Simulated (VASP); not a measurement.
# ZnGa4 (P1) in VASP: notebook

Runs on ZnGa4. Level: PBE. Tasks: single point.

All numbers are computed with VASP 6.6.1; they aren't measurements. Logs are shortened: lines on timing, memory, paths and dates and some standing lists are left out, and cuts for length are marked.

## Step 1: The cell of the first run

The typed cell holds 10 atoms: a = 5.552 Å, b = 6.474 Å, c = 5.441 Å, α = 90.00°, β = 109.05°, γ = 90.00°.

## Step 2: Single point, PBE

Input file INCAR:

```
SYSTEM = ZnGa4
PREC = Accurate
ENCUT = 520
EDIFF = 1E-7
ISMEAR = 1
SIGMA = 0.15
LREAL = .FALSE.
LASPH = .TRUE.
NELM = 80
ALGO = Normal
ISIF = 2
LWAVE = .FALSE.
LCHARG = .FALSE.
GGA = PE
NBANDS = 75
```

Input file KPOINTS:

```
regular mesh
0
G
  3 3 3
  0 0 0
```

Input file POSCAR:

```
ZnGa4
1.0
    5.5523880000      0.0000000000      0.0000000000
    0.0000000000      6.4738360000      0.0000000000
   -1.7758860000      0.0000000000      5.1429570000
Zn Ga
2 8
Direct
    0.4965468836      0.3534093233      0.2463271616
    0.5072871115      0.6527576540      0.7725275556
    0.2600856069      0.6172247799      0.0066627040
    0.7445844797      0.6156027122      0.4956269321
    0.7435168294      0.3851262219      0.9904914624
    0.2664512298      0.3906521574      0.5132827282
    0.2254475995      0.1233274986      0.0005881830
    0.7675528553      0.1266222994      0.4843600676
    0.7818398029      0.8762369019      0.9965447893
    0.2192531821      0.8687041192      0.5075836722
```

Potentials or basis: VASP PAW PBE potentials, release 64 (Zn, Ga_d).

Started as:

```sh
$ cat potpaw_PBE.64/Zn/POTCAR potpaw_PBE.64/Ga_d/POTCAR > POTCAR
$ mpirun -np 1 vasp_std > vasp.out
```

OUTCAR:

```text
SYSTEM = ZnGa4
   PREC = Accurate
   ENCUT = 520
   EDIFF = 1E-7
   ISMEAR = 1
   LREAL = .FALSE.
   LASPH = .TRUE.
   NELM = 80
   ISIF = 2
   GGA = PE

 ion  position               nearest neighbor table
   1  0.497  0.353  0.246-   8 2.20   7 2.23   6 2.24   5 2.26   3 2.29   4 2.32
   2  0.507  0.653  0.773-   9 2.17   3 2.17  10 2.26   5 2.26   4 2.32   6 2.33
   3  0.260  0.617  0.007-   2 2.17   1 2.29
   4  0.745  0.616  0.496-   2 2.32   1 2.32
   5  0.744  0.385  0.990-   1 2.26   2 2.26
   6  0.266  0.391  0.513-   1 2.24   2 2.33
   7  0.225  0.123  0.001-   1 2.23
   8  0.768  0.127  0.484-   1 2.20
   9  0.782  0.876  0.997-   2 2.17
  10  0.219  0.869  0.508-   2 2.26

  LATTYP: Found a simple monoclinic cell.
 ALAT       =     5.4409353781
 B/A-ratio  =     1.1898387961
 C/A-ratio  =     1.0204840922
 COS(beta)  =    -0.3263935108

  Lattice vectors:

 A1 = (  -1.7758860000,   0.0000000000,   5.1429570000)
 A2 = (   0.0000000000,  -6.4738360000,   0.0000000000)
 A3 = (   5.5523880000,   0.0000000000,   0.0000000000)

Analysis of symmetry for initial positions (statically):
=====================================================================
 Subroutine PRICEL returns:
 Original cell was already a primitive cell.

 Routine SETGRP: Setting up the symmetry group for a
 simple monoclinic supercell.

 Subroutine GETGRP returns: Found  1 space group operations
 (whereof  1 operations were pure point group operations)
 out of a pool of  4 trial point group operations.

The static configuration has the point symmetry C_1 .

Analysis of symmetry for dynamics (positions and initial velocities):
=====================================================================
 Subroutine PRICEL returns:
 Original cell was already a primitive cell.

 Routine SETGRP: Setting up the symmetry group for a
 simple monoclinic supercell.

 Subroutine GETGRP returns: Found  1 space group operations
 (whereof  1 operations were pure point group operations)
 out of a pool of  4 trial point group operations.

The dynamic configuration has the point symmetry C_1 .

 Subroutine INISYM returns: Found  1 space group operations
[... 103 lines left out ...]
   LREAL  =      F    real-space projection
   EDIFFG = 0.1E-05   stopping-criterion for IOM
   NSW    =      0    number of steps for IOM
   IBRION =     -1    ionic relax: 0-MD 1-quasi-New 2-CG
   NFREE  =      0    steps in history (QN), initial steepest desc. (CG)
   ISIF   =      2    stress and relaxation
   ISYM   =      2    0-nonsym 1-usesym 2-fastsym
   POTIM  = 0.5000    time-step for ionic-motion
   TEBEG  =    0.0;   TEEND  =   0.0 temperature during run
   PSTRESS=    0.0 pullay stress
   NELECT =     128.0000    total number of electrons
   NUPDOWN=      -1.0000    fix difference up-down
   EMIN   =  10.00;   EMAX   =-10.00  energy-range for DOS
   EFERMI =   0.00;   METHOD = LEGACY
   ISMEAR =     1;   SIGMA  =   0.15  broadening in eV -4-tet -1-fermi 0-gaus
   EFERMI_NEDOS =   21; number of points for ismear=-14 and -15
   IALGO  =     38    algorithm
   IMIX   =      4    mixing-type and parameters
     AMIX     =   0.40;   BMIX     =  1.00
     AMIX_MAG =   1.60;   BMIX_MAG =  1.00
  volume/ion in A,a.u.               =      18.49       124.75
  Fermi-wavevector in a.u.,A,eV,Ry     =   1.448305  2.736900 28.539408  2.097587
  Thomas-Fermi vector in A             =   2.566161
   LORBIT       =      0    0 simple, 1 ext, 2 COOP (PROOUT), +10 PAW based schemes
   GGA     = PE    functional components
   LHFCALC =     F    Hartree Fock is set to
   AEXX    =    0.0000 exact exchange contribution
   IVDW    =     0    specifies the selected vdW correction
   LEPSILON=     F    determine dielectric tensor
   LRPA    =     F    only Hartree local field effects (RPA)
 non-spin polarized calculation
 Methfessel and Paxton  Order N= 1 SIGMA  =   0.15
  energy-cutoff  :      520.00
  volume of cell :      184.86
 maximum number of plane-waves:      5000
 NGX is ok and might be reduce to    42
   NGX = 21   NGY = 25   NGZ = 21

 number of electron     128.0000014 magnetization

 Free energy of the ion-electron system (eV)
  ---------------------------------------------------
  ext. energy  EPLUGINS =         0.00000000
  ---------------------------------------------------
  free energy    TOTEN  =       -19.91165098 eV

  energy without entropy =      -19.91100419  energy(sigma->0) =      -19.91143539

 E-fermi :   4.9169     XC(G=0): -10.8610

 val. band max:        4.8719201923   @ k =   0.0000   0.0000   0.3333
 cond. band min:       4.9192026866   @ k =  -0.3333   0.3333  -0.3333
 fundamental gap:      0.0472824943
 Fermi energy:         4.9169232226

 k-point     1 :       0.0000    0.0000    0.0000
  band No.  band energies     occupation
      1     -10.3105      2.00000
      2     -10.2580      2.00000
      3     -10.2458      2.00000
      4     -10.2118      2.00000
      5     -10.1973      2.00000
      6     -10.1822      2.00000
[... 1081 lines left out ...]
     74       9.3884      0.00000
     75       9.4286      0.00000

------------------------ aborting loop because EDIFF is reached ----------------------------------------

  FORCE on cell =-STRESS in cart. coord.  units (eV):
  Direction    XX          YY          ZZ          XY          YZ          ZX
  --------------------------------------------------------------------------------------
  -------------------------------------------------------------------------------------
  Total       22.6962961     13.9860313     18.9363121      0.0826424     -0.2598571     -2.7356327
  in kB      196.7030875    121.2134140    164.1162528      0.7162407     -2.2521159    -23.7090408
  external PRESSURE =     160.6775848 kB  Pullay stress =       0.0000000 kB

 VOLUME and BASIS-vectors are now :
 -----------------------------------------------------------------------------
  energy-cutoff  :      520.00
  volume of cell :      184.86
      direct lattice vectors                 reciprocal lattice vectors
     5.552388000  0.000000000  0.000000000     0.180102687  0.000000000  0.062190262
     0.000000000  6.473836000  0.000000000     0.000000000  0.154467923  0.000000000
    -1.775886000  0.000000000  5.142957000     0.000000000  0.000000000  0.194440669

 POSITION                                       TOTAL-FORCE (eV/Angst)
 -----------------------------------------------------------------------------------
      2.31957      2.28791      1.26685        -0.041147      0.120636     -0.175906
      1.44473      4.22585      3.97308         0.488255      0.194070     -1.296554
      1.43226      3.99581      0.03427        -3.814818      1.148619      0.759677
      3.25405      3.98531      2.54899         2.339137      1.078949     -0.064632
      2.36929      2.49324      5.09405         3.062068     -1.532089     -0.148880
      0.56791      2.52902      2.63979        -2.835866     -1.019520      0.412985
      1.25073      0.79840      0.00302        -1.480811     -1.678508     -1.690229
      3.40158      0.81973      2.49104         1.646130     -1.951217      1.862889
      2.57133      5.67261      5.12519         1.945488      2.185991      1.933904
      0.31597      5.62385      2.61048        -1.308436      1.453069     -1.593254
 -----------------------------------------------------------------------------------
    total drift:                                0.001522     -0.000014     -0.001749

  FREE ENERGIE OF THE ION-ELECTRON SYSTEM (eV)
  ---------------------------------------------------
  free  energy   TOTEN  =       -19.9116509812 eV

  energy  without entropy=      -19.9110041950  energy(sigma->0) =      -19.91143539
```

stdout:

```text
POSCAR found type information on POSCAR ZnGa
 POSCAR found :  2 types and      10 ions
 scaLAPACK will be used
 LDA part: xc-table for (Slater+PW92), standard interpolation
 POSCAR, INCAR and KPOINTS ok, starting setup
 FFT: planning ... GRIDC
 FFT: planning ... GRID_SOFT
 FFT: planning ... GRID
 WAVECAR not read
 entering main loop
```

Wall time 3.7 min (1 thread of Intel Xeon Platinum 8259CL at 2.50GHz (Skylake/Cascade Lake), shared host); peak memory 0.35 GiB.

What came out:

| Quantity | Value |
| --- | --- |
| Free energy | -19.9117 eV |
| Pressure | 16.1 GPa |
| Largest force | 4.056 eV/Å |
| Band gap on the k mesh | zero (bands 64 and 65 overlap by 1.11 eV) |

Forces in eV/Å, atoms in the order of the input:
```
Zn  -0.041  0.121 -0.176
Zn   0.488  0.194 -1.297
Ga  -3.815  1.149  0.760
Ga   2.339  1.079 -0.065
Ga   3.062 -1.532 -0.149
Ga  -2.836 -1.020  0.413
Ga  -1.481 -1.679 -1.690
Ga   1.646 -1.951  1.863
Ga   1.945  2.186  1.934
Ga  -1.308  1.453 -1.593
```

Stress tensor (GPa, compression positive):
```
19.67  0.07 -2.37
 0.07 12.12 -0.23
-2.37 -0.23 16.41
```

Caveat: the k points lie up to 0.41 Å⁻¹ apart, too coarse for converged energies and pressures of a metal; forces of over 1 eV/Å act on the atoms, so gaps and moduli don't describe the material at rest.

## Step 3: Single point, PBE

Input file INCAR:

```
SYSTEM = ZnGa4
PREC = Accurate
ENCUT = 520
EDIFF = 1E-7
ISMEAR = 1
SIGMA = 0.15
LREAL = .False.
LASPH = .True.
NELM = 80
ALGO = Normal
ISIF = 2
LWAVE = .False.
LCHARG = .False.
GGA = PE
NBANDS = 75
```

Input file KPOINTS:

```
regular mesh
0
Gamma
  3 3 3
  0 0 0
```

Input file POSCAR:

```
ZnGa4
1.0
    5.5523880000      0.0000000000      0.0000000000
    0.0000000000      6.4738360000      0.0000000000
   -1.7758860000      0.0000000000      5.1429570000
Zn Ga
2 8
Direct
    0.4959257823      0.3641916477      0.2442005640
    0.5115992580      0.6459306353      0.7781319190
    0.2404905816      0.6262168211      0.0109044272
    0.7634398834      0.6216717569      0.4959222875
    0.7620783014      0.3770254606      0.9860815480
    0.2479506577      0.3868578073      0.5173700655
    0.2094043186      0.1113641124     -0.0187596358
    0.7825350004      0.1146972212      0.4943819285
    0.8021713331      0.8912796061      1.0163802653
    0.1982150082      0.8780281119      0.4952106347
```

Potentials or basis: VASP PAW PBE potentials, release 64 (Zn, Ga_d).

Started as:

```sh
$ cat potpaw_PBE.64/Zn/POTCAR potpaw_PBE.64/Ga_d/POTCAR > POTCAR
$ mpirun -np 1 vasp_std > vasp.out
```

Run time: 3.6 min. Hardware: 1 thread of Intel Xeon Platinum 8259CL at 2.50GHz (Skylake/Cascade Lake), shared host; peak memory 0.35 GiB.

Results (log left out):

| Item | Value |
| --- | --- |
| Free energy | -22.2195 eV |
| Pressure | 10.4 GPa |
| Largest force | 2.977 eV/Å |
| Band gap on the k mesh | zero (bands 64 and 65 overlap by 1.14 eV) |

Forces in eV/Å, atoms in the order of the input:
```
Zn  -0.030 -1.085 -0.047
Zn   0.308  1.337 -0.782
Ga  -2.758  1.106  0.191
Ga   1.658  0.859  0.191
Ga   2.332 -1.395  0.176
Ga  -1.980 -0.875 -0.019
Ga  -0.362 -0.490 -0.686
Ga   0.455 -0.697  0.834
Ga   0.557  0.786  0.727
Ga  -0.180  0.454 -0.586
```

Stress tensor (GPa, compression positive):
```
14.25 -0.29 -2.29
-0.29  6.14 -0.32
-2.29 -0.32 10.91
```

Levels at points of the mesh, in eV from the Fermi level:
```csv
k point,band 61,band 62,band 63,band 64,band 65,band 66,band 67,band 68
"(0.00, 0.00, 0.00)",-2.02,-1.36,-1.23,-1.10,-0.92,0.32,0.51,0.79
```

Caveat: the k points lie up to 0.41 Å⁻¹ apart, too coarse for converged energies and pressures of a metal; forces of over 1 eV/Å act on the atoms, so gaps and moduli don't describe the material at rest.
